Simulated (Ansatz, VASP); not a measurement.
## One calculation of KF, two programs

The input INCAR:

```
SYSTEM = KF
PREC = Accurate
ENCUT = 520
EDIFF = 1E-6
ISMEAR = 0
SIGMA = 0.01
LREAL = .False.
LASPH = .True.
NELM = 100
ALGO = Normal
ISIF = 2
LWAVE = .False.
LCHARG = .False.
GGA = PE
NBANDS = 15
```

KPOINTS

```
Automatic mesh
0
Gamma
  6 6 6
  0 0 0
```

Contents of POSCAR:

```
KF
1.0
    3.3226312532      0.0000000000      0.0000000000
    0.0000000000      3.3226312532      0.0000000000
    0.0000000000      0.0000000000      3.3226312532
K F
1 1
Direct
    0.0000000000      0.0000000000      0.0000000000
    0.5000000000      0.5000000000      0.5000000000
```

Input for Ansatz:

```yaml
crystal:
  lattice:
    - [3.3226312532, 0.0, 0.0]
    - [0.0, 3.3226312532, 0.0]
    - [0.0, 0.0, 3.3226312532]
  atoms:
    - { symbol: K, position: [0.0, 0.0, 0.0] }
    - { symbol: F, position: [0.5, 0.5, 0.5] }
kpoints:
  mp_grid: { grid: [6, 6, 6] }
hamiltonian:
  xc: pbe
scf:
  occupations: { method: fixed }
  n_extra_bands: 4
output:
  forces: true
  stress: true
  eigenvalues: true
```

Alike in both runs: task single point; functional PBE; k mesh 6 × 6 × 6; no spin polarisation.

|  | VASP | Ansatz |
| --- | --- | --- |
| version | VASP 6.6.1 | Ansatz 0.2.0 |
| potentials or method | VASP PAW PBE potentials, release 64 (K_sv, F) | plane waves, PAW |
| plane-wave cutoff (eV) | 520 | 420 |
| occupations | gaussian, width 0.01 eV | fixed |
| valence electrons in the cell | 16 | 16 |

Ansatz gave:

| Item | Value |
| --- | --- |
| gap on the k mesh at the Fermi level (eV) | 5.89 |
| pressure (GPa) | -1.7 |

Problem. Which values does VASP return?

Solution. gap on the k mesh at the Fermi level (eV): 5.88; pressure (GPa): -1.7.
